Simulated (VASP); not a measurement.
# Fe (Im-3m) in VASP: further runs

Runs on Fe. Level: PBEsol. Tasks: single point.

All numbers are computed with VASP 6.6.1; they aren't measurements. Logs are shortened: lines on timing, memory, paths and dates and some standing lists are left out, and cuts for length are marked.

## (1) The cell of the first run

Symmetry: Im-3m, No. 229, cubic system. The conventional cell has a = 2.867 Å, b = 2.867 Å, c = 2.867 Å, α = 90.00°, β = 90.00°, γ = 90.00°. Within 3.3 Å of Fe (site symmetry m-3m) lie 14 Fe at 2.48 to 2.87 Å.

## (2) Single point, PBEsol

INCAR reads:

```
PREC = Accurate
ENCUT = 600
EDIFF = 1E-6
ISMEAR = -1
SIGMA = 0.1
LREAL = False
LASPH = True
NELM = 120
ALGO = Normal
ISIF = 2
LWAVE = False
LCHARG = True
GGA = PS
LELF = True
LVHAR = True
ISYM = 0
NBANDS = 15
GGA_COMPAT = False
```

KPOINTS reads:

```
regular mesh
0
Gamma
  12 11 6
```

POSCAR reads:

```
Fe
1.0
    1.4333000000     -1.4333000000     -1.4333000000
   -2.8666000000      0.0000000000      0.0000000000
    0.0000000000      2.8666000000     -2.8666000000
Fe
2
Direct
    0.0000000000      0.0000000000      0.0000000000
    0.0000000000      0.5000000000      0.5000000000
```

Potentials or basis: VASP PAW PBE potentials, release 64 (Fe).

The run is started by

```
> cat potpaw_PBE.64/Fe/POTCAR > POTCAR
> mpirun -np 1 vasp_std > vasp.out
```

OUTCAR:

```text
PREC = Accurate
   ENCUT = 600
   EDIFF = 1E-6
   ISMEAR = -1
   LREAL = False
   LASPH = True
   NELM = 120
   ISIF = 2
   GGA = PS
   ISYM = 0

 ion  position               nearest neighbor table
   1  0.000  0.000  0.000-   2 2.48   2 2.48   2 2.48   2 2.48   2 2.87   2 2.87   2 2.87   2 2.87

   2  0.000  0.500  0.500-   1 2.48   1 2.48   1 2.48   1 2.48   1 2.87   1 2.87   1 2.87   1 2.87

IMPORTANT INFORMATION: All symmetrisations will be switched off!
NOSYMM: (Re-)initialisation of all symmetry stuff for point group C_1.

----------------------------------------------------------------------------------------

                                     Primitive cell

  volume of cell :      23.5560

  direct lattice vectors                    reciprocal lattice vectors
     1.433300000 -1.433300000 -1.433300000     0.000000000 -0.348845322 -0.348845322
    -2.866600000  0.000000000  0.000000000    -0.348845322 -0.174422661 -0.174422661
     0.000000000  2.866600000 -2.866600000     0.000000000  0.174422661 -0.174422661

  length of vectors
     2.482548422  2.866600000  4.053984598     0.493341786  0.427246519  0.246670893

  position of ions in fractional coordinates (direct lattice)
     0.000000000  0.000000000  0.000000000
     0.000000000  0.500000000  0.500000000

  ion indices of the primitive-cell ions
   primitive index   ion index
                 1           1
                 2           2

----------------------------------------------------------------------------------------

 KPOINTS: regular mesh

Automatic generation of k-mesh.
 Grid dimensions read from file:
 generate k-points for:   12   11    6

 Generating k-lattice:

  Cartesian coordinates                     Fractional coordinates (reciprocal lattice)
     0.000000000 -0.029070443 -0.029070443     0.083333333  0.000000000  0.000000000
    -0.031713211 -0.015856606 -0.015856606     0.000000000  0.090909091  0.000000000
     0.000000000  0.029070443 -0.029070443     0.000000000  0.000000000  0.166666667

  Length of vectors
     0.041111815  0.038840593  0.041111815

  Shift w.r.t. Gamma in fractional coordinates (k-lattice)
     0.000000000  0.000000000  0.000000000

 -----------------------------------------------------------------------------
|                                                                             |
|           W    W    AA    RRRRR   N    N  II  N    N   GGGG   !!!           |
|           W    W   A  A   R    R  NN   N  II  NN   N  G    G  !!!           |
|           W    W  A    A  R    R  N N  N  II  N N  N  G       !!!           |
|           W WW W  AAAAAA  RRRRR   N  N N  II  N  N N  G  GGG   !            |
|           WW  WW  A    A  R   R   N   NN  II  N   NN  G    G                |
|           W    W  A    A  R    R  N    N  II  N    N   GGGG   !!!           |
|                                                                             |
|     Your reciprocal lattice and k-lattice belong to different lattice       |
|     classes:                                                                |
|                                                                             |
|        The reciprocal lattice is base centered orthorhombic,                |
|        whereas your k-lattice is simple monoclinic.                         |
|                                                                             |
|     Results are often still useful ...                                      |
|                                                                             |
 -----------------------------------------------------------------------------

 WARNING: IBZKPT: internal override: KBLOWUP is changed to .FALSE.
      ... skipping the blow-up phase ...

 Subroutine IBZKPT returns following result:
 ===========================================

 Found    398 irreducible k-points:

 Following reciprocal coordinates:
            Coordinates               Weight
  0.000000  0.000000  0.000000      1.000000
  0.083333  0.000000  0.000000      2.000000
  0.166667  0.000000  0.000000      2.000000
  0.250000  0.000000  0.000000      2.000000
  0.333333  0.000000  0.000000      2.000000
  0.416667  0.000000  0.000000      2.000000
[... 16 lines left out ...]
  0.250000  0.181818  0.000000      2.000000
  0.333333  0.181818  0.000000      2.000000
 [... further k-points ...]
   k-points           NKPTS =    398   k-points in BZ     NKDIM =    398   number of bands    NBANDS=     15
   number of dos      NEDOS =    301   number of ions     NIONS =      2
   total plane-waves  NPLWV =  15360
   dimension x,y,z NGX =    20 NGY =   24 NGZ =   32
   dimension x,y,z NGXF=    40 NGYF=   48 NGZF=   64
   ions per type =               2
   NGX,Y,Z   is equivalent  to a cutoff of  13.39, 13.92, 13.12 a.u.
   NGXF,Y,Z  is equivalent  to a cutoff of  26.79, 27.84, 26.25 a.u.
 SYSTEM =  unknown system
   PREC   = accura    normal or accurate (medium, high low for compatibility)
   ISTART =      0    job   : 0-new  1-cont  2-samecut
   ICHARG =      2    charge: 1-file 2-atom 10-const
   ISPIN  =      1    spin polarized calculation?
   LNONCOLLINEAR =      F non collinear calculations
   LSORBIT =      F    spin-orbit coupling
   LASPH  =      T    aspherical Exc in radial PAW
   ENCUT  =  600.0 eV  44.10 Ry    6.64 a.u.   4.96  5.73  8.10*2*pi/ulx,y,z
   NELM   =    120;   NELMIN=  2; NELMDL= -5     # of ELM steps
   EDIFF  = 0.1E-05   stopping-criterion for ELM
   LREAL  =      F    real-space projection
   EDIFFG = 0.1E-04   stopping-criterion for IOM
   NSW    =      0    number of steps for IOM
   IBRION =     -1    ionic relax: 0-MD 1-quasi-New 2-CG
   NFREE  =      0    steps in history (QN), initial steepest desc. (CG)
   ISIF   =      2    stress and relaxation
   ISYM   =      0    0-nonsym 1-usesym 2-fastsym
   POTIM  = 0.5000    time-step for ionic-motion
   TEBEG  =    0.0;   TEEND  =   0.0 temperature during run
   PSTRESS=    0.0 pullay stress
   NELECT =      16.0000    total number of electrons
   NUPDOWN=      -1.0000    fix difference up-down
   EMIN   =  10.00;   EMAX   =-10.00  energy-range for DOS
   EFERMI =   0.00;   METHOD = LEGACY
   ISMEAR =    -1;   SIGMA  =   0.10  broadening in eV -4-tet -1-fermi 0-gaus
   EFERMI_NEDOS =   21; number of points for ismear=-14 and -15
   IALGO  =     38    algorithm
   IMIX   =      4    mixing-type and parameters
     AMIX     =   0.40;   BMIX     =  1.00
     AMIX_MAG =   1.60;   BMIX_MAG =  1.00
  volume/ion in A,a.u.               =      11.78        79.48
  Fermi-wavevector in a.u.,A,eV,Ry     =   1.439067  2.719443 28.176499  2.070914
  Thomas-Fermi vector in A             =   2.557964
   LORBIT       =      0    0 simple, 1 ext, 2 COOP (PROOUT), +10 PAW based schemes
   GGA     = PS    functional components
   LHFCALC =     F    Hartree Fock is set to
   AEXX    =    0.0000 exact exchange contribution
   IVDW    =     0    specifies the selected vdW correction
   LEPSILON=     F    determine dielectric tensor
   LRPA    =     F    only Hartree local field effects (RPA)
 non-spin polarized calculation
  energy-cutoff  :      600.00
  volume of cell :       23.56
 maximum number of plane-waves:       808
   NGX =  9   NGY = 11   NGZ = 17

 number of electron      15.9999993 magnetization

 Free energy of the ion-electron system (eV)
  ---------------------------------------------------
  ext. energy  EPLUGINS =         0.00000000
  ---------------------------------------------------
  free energy    TOTEN  =       -16.76452042 eV

  energy without entropy =      -16.51871611  energy(sigma->0) =      -16.64161827

 E-fermi :   5.3420     XC(G=0): -13.1177

 val. band max:        5.3416283283   @ k =   0.1667   0.0000   0.0000
 cond. band min:       5.3424123367   @ k =   0.5000   0.3636   0.1667
 fundamental gap:      0.0007840084
 Fermi energy:         5.3420045605

 k-point     1 :       0.0000    0.0000    0.0000
  band No.  band energies     occupation
      1      -2.9017      2.00000
      2       1.0933      2.00000
      3       2.7364      2.00000
      4       3.8354      2.00000
      5       3.8368      2.00000
      6       3.8378      2.00000
      7       5.2871      1.26780
      8       5.3125      1.14625
      9       5.3130      1.14394
     10       5.5132      0.30584
     11       5.8238      0.01603
     12       6.5065      0.00002
     13      12.8312      0.00000
     14      23.3324      0.00000
     15      25.1244      0.00000

 k-point     2 :       0.0833    0.0000    0.0000
  band No.  band energies     occupation
      1      -2.6225      2.00000
      2       1.2698      2.00000
      3       2.9109      2.00000
      4       3.7577      2.00000
      5       3.8256      2.00000
      6       3.9882      2.00000
      7       4.3715      1.99988
      8       5.1335      1.77897
      9       5.2347      1.49033
     10       5.3191      1.11424
     11       6.4883      0.00002
     12       7.1654      0.00000
     13      12.8598      0.00000
     14      23.1371      0.00000
     15      23.5121      0.00000

 k-point     3 :       0.1667    0.0000    0.0000
  band No.  band energies     occupation
      1      -1.8215      2.00000
      2       1.6861      2.00000
      3       3.3083      2.00000
      4       3.4149      2.00000
      5       3.5458      2.00000
      6       3.7541      2.00000
      7       4.4176      1.99981
      8       4.8285      1.98829
      9       5.1015      1.83437
     10       5.3416      1.00188
     11       6.4388      0.00003
     12       8.8201      0.00000
     13      12.9747      0.00000
     14      21.1336      0.00000
     15      22.7242      0.00000
[... 343 lines left out ...]
 k-point    23 :       0.2500    0.1818    0.0000
  band No.  band energies     occupation
      1       1.1069      2.00000
      2       2.0466      2.00000
      3       2.0554      2.00000
      4       2.8693      2.00000
      5       3.2915      2.00000
      6       4.2553      1.99996
      7       5.2651      1.36650
      8       5.4492      0.51022
      9       5.7918      0.02201
     10       5.9331      0.00541
     11       6.7566      0.00000
     12      12.9901      0.00000
     13      13.6719      0.00000
     14      14.9363      0.00000
     15      17.3044      0.00000

 k-point    24 :       0.3333    0.1818    0.0000
  band No.  band energies     occupation
      1       1.4985      2.00000
      2       1.7473      2.00000
      3       1.7821      2.00000
      4       2.7130      2.00000
      5       3.9737      2.00000
      6       5.1852      1.65509
      7       5.3367      1.02661
      8       5.5066      0.32330
      9       5.7286      0.04102
     10       6.1575      0.00057
     11       7.8928      0.00000
     12      12.2077      0.00000
     13      14.2491      0.00000
     14      15.4341      0.00000
     15      15.7690      0.00000

 [... further k-points ...]
[... 5 lines left out ...]
  --------------------------------------------------------------------------------------
  -------------------------------------------------------------------------------------
  Total       -4.6347314     -4.6385137     -4.6385132     -0.0196406      0.0205041     -0.0196402
  in kB     -315.2345913   -315.4918444   -315.4918114     -1.3358683      1.3946006     -1.3358424
  external PRESSURE =    -315.4060824 kB  Pullay stress =       0.0000000 kB

 VOLUME and BASIS-vectors are now :
 -----------------------------------------------------------------------------
  energy-cutoff  :      600.00
  volume of cell :       23.56
      direct lattice vectors                 reciprocal lattice vectors
     1.433300000 -1.433300000 -1.433300000     0.000000000 -0.348845322 -0.348845322
    -2.866600000  0.000000000  0.000000000    -0.348845322 -0.174422661 -0.174422661
     0.000000000  2.866600000 -2.866600000     0.000000000  0.174422661 -0.174422661

 POSITION                                       TOTAL-FORCE (eV/Angst)
 -----------------------------------------------------------------------------------
      0.00000      0.00000      0.00000        -0.000000      0.000001     -0.000001
     -1.43330      1.43330     -1.43330         0.000000     -0.000001      0.000001
 -----------------------------------------------------------------------------------
    total drift:                                0.000000      0.000000     -0.000000

  FREE ENERGIE OF THE ION-ELECTRON SYSTEM (eV)
  ---------------------------------------------------
  free  energy   TOTEN  =       -16.7645204211 eV

  energy  without entropy=      -16.5187161092  energy(sigma->0) =      -16.64161827
```

Wall time 1.7 min (1 thread of Oxide Virtual Turin-like, shared host); peak memory 0.23 GiB.

What came out:

* Free energy: -16.7645 eV
* Pressure: -31.5 GPa
* Band gap on the k mesh: zero (bands 8 and 9 overlap by 1.57 eV)

Caveat: the cell stands under tension; the PAW data sets were made with another functional, which shifts forces and pressure a little; the run has no spin polarisation, though such a crystal can be magnetic. Spin polarisation is off, so any magnetic state and its effect on volume and gap are missing.

## (3) Single point, PBEsol, collinear spin, ferromagnetic start

INCAR reads:

```
SYSTEM = Fe
  PREC = Accurate
  ENCUT = 600
  EDIFF = 1E-6
  ISMEAR = -1
  SIGMA = 0.1
  LREAL = .False.
  LASPH = .True.
  NELM = 200
  ALGO = Normal
  ISIF = 2
  LWAVE = .False.
  LCHARG = .False.
  ISPIN = 2
  MAGMOM = 4 4
  LORBIT = 11
  LMAXMIX = 4
  GGA = PS
  NBANDS = 19
  ISYM = 0
  GGA_COMPAT = .False.
```

KPOINTS reads:

```
Automatic mesh
0
Gamma
  12 11 6
  0 0 0
```

POSCAR is that of step 2.

Potentials or basis: VASP PAW PBE potentials, release 64 (Fe).

The run is started by

```
> cat potpaw_PBE.64/Fe/POTCAR > POTCAR
> mpirun -np 1 vasp_std > vasp.out
```

OUTCAR:

```text
SYSTEM = Fe
   PREC = Accurate
   ENCUT = 600
   EDIFF = 1E-6
   ISMEAR = -1
   LREAL = .False.
   LASPH = .True.
   NELM = 200
   ISIF = 2
   ISPIN = 2
   LORBIT = 11
   GGA = PS
   ISYM = 0

 ion  position               nearest neighbor table
   1  0.000  0.000  0.000-   2 2.48   2 2.48   2 2.48   2 2.48   2 2.87   2 2.87   2 2.87   2 2.87

   2  0.000  0.500  0.500-   1 2.48   1 2.48   1 2.48   1 2.48   1 2.87   1 2.87   1 2.87   1 2.87

IMPORTANT INFORMATION: All symmetrisations will be switched off!
NOSYMM: (Re-)initialisation of all symmetry stuff for point group C_1.

----------------------------------------------------------------------------------------

                                     Primitive cell
[... 1243 lines left out ...]
  energy-cutoff  :      600.00
  volume of cell :       23.56
      direct lattice vectors                 reciprocal lattice vectors
     1.433300000 -1.433300000 -1.433300000     0.000000000 -0.348845322 -0.348845322
    -2.866600000  0.000000000  0.000000000    -0.348845322 -0.174422661 -0.174422661
     0.000000000  2.866600000 -2.866600000     0.000000000  0.174422661 -0.174422661

 POSITION                                       TOTAL-FORCE (eV/Angst)
 -----------------------------------------------------------------------------------
      0.00000      0.00000      0.00000        -0.000000     -0.000000     -0.000000
     -1.43330      1.43330     -1.43330         0.000000      0.000000      0.000000
 -----------------------------------------------------------------------------------
    total drift:                                0.000000     -0.000001      0.000001

  FREE ENERGIE OF THE ION-ELECTRON SYSTEM (eV)
  ---------------------------------------------------
  free  energy   TOTEN  =       -17.7700640323 eV

  energy  without entropy=      -17.7036413930  energy(sigma->0) =      -17.73685271

 total charge

# of ion       s       p       d       tot
------------------------------------------
    1        0.475   0.512   6.213   7.200
    2        0.475   0.512   6.213   7.200
--------------------------------------------------
tot          0.949   1.024  12.427  14.400

 magnetization (x)

# of ion       s       p       d       tot
------------------------------------------
    1       -0.014  -0.050   2.314   2.250
    2       -0.014  -0.050   2.314   2.250
--------------------------------------------------
tot         -0.027  -0.101   4.628   4.500
```

OSZICAR:

```text
N       E                     dE             d eps       ncg     rms          rms(c)
DAV:   1     0.835865829842E+02    0.83587E+02   -0.85316E+03 32272   0.126E+03
DAV:   2    -0.151459825907E+02   -0.98733E+02   -0.87854E+02 30386   0.213E+02
DAV:   3    -0.190386189765E+02   -0.38926E+01   -0.37380E+01 33506   0.543E+01
DAV:   4    -0.190715301306E+02   -0.32911E-01   -0.32893E-01 33100   0.465E+00
DAV:   5    -0.190718844693E+02   -0.35434E-03   -0.35433E-03 33369   0.445E-01    0.178E+01
DAV:   6    -0.179085756988E+02    0.11633E+01   -0.73062E+00 32930   0.542E+01    0.772E+00
DAV:   7    -0.178039327489E+02    0.10464E+00   -0.64440E-01 34692   0.142E+01    0.496E+00
DAV:   8    -0.177866811679E+02    0.17252E-01   -0.95323E-03 37118   0.891E-01    0.177E+00
DAV:   9    -0.177703888305E+02    0.16292E-01   -0.41171E-03 46037   0.106E+00    0.429E-01
DAV:  10    -0.177703051633E+02    0.83667E-04   -0.31845E-03 36259   0.877E-01    0.227E-01
DAV:  11    -0.177700680932E+02    0.23707E-03   -0.19286E-03 37888   0.691E-01    0.803E-02
DAV:  12    -0.177700626356E+02    0.54577E-05   -0.85394E-05 40869   0.147E-01    0.359E-02
DAV:  13    -0.177700647222E+02   -0.20867E-05   -0.31195E-06 29511   0.182E-02    0.149E-02
DAV:  14    -0.177700640323E+02    0.68990E-06   -0.92919E-07 21750   0.963E-03
   1 F= -.17770064E+02 E0= -.17736853E+02  d E =-.664226E-01  mag=     4.5092
```

stdout:

```text
POSCAR found type information on POSCAR Fe
 POSCAR found :  1 types and       2 ions
 scaLAPACK will be used
 -----------------------------------------------------------------------------
|                                                                             |
|                                                                             |
[... 21 lines left out ...]
|     Results are often still useful ...                                      |
|                                                                             |
 -----------------------------------------------------------------------------

 POSCAR, INCAR and KPOINTS ok, starting setup
 FFT: planning ... GRIDC
 FFT: planning ... GRID_SOFT
 FFT: planning ... GRID
 WAVECAR not read
 entering main loop
```

Wall time 3.9 min (1 thread of Oxide Virtual Turin-like, shared host); peak memory 0.36 GiB.

Results:

```
Free energy                                           : -17.7701 eV
Pressure                                              : -14.7 GPa
Net moment                                            : 4.51 μB per cell
Site moments                                          : Fe +2.25 μB
Valence electrons inside the program's atomic spheres : Fe 7.20
```

Caveat: the cell stands under tension; the PAW data sets were made with another functional, which shifts forces and pressure a little.

[end of part 1 of 2]
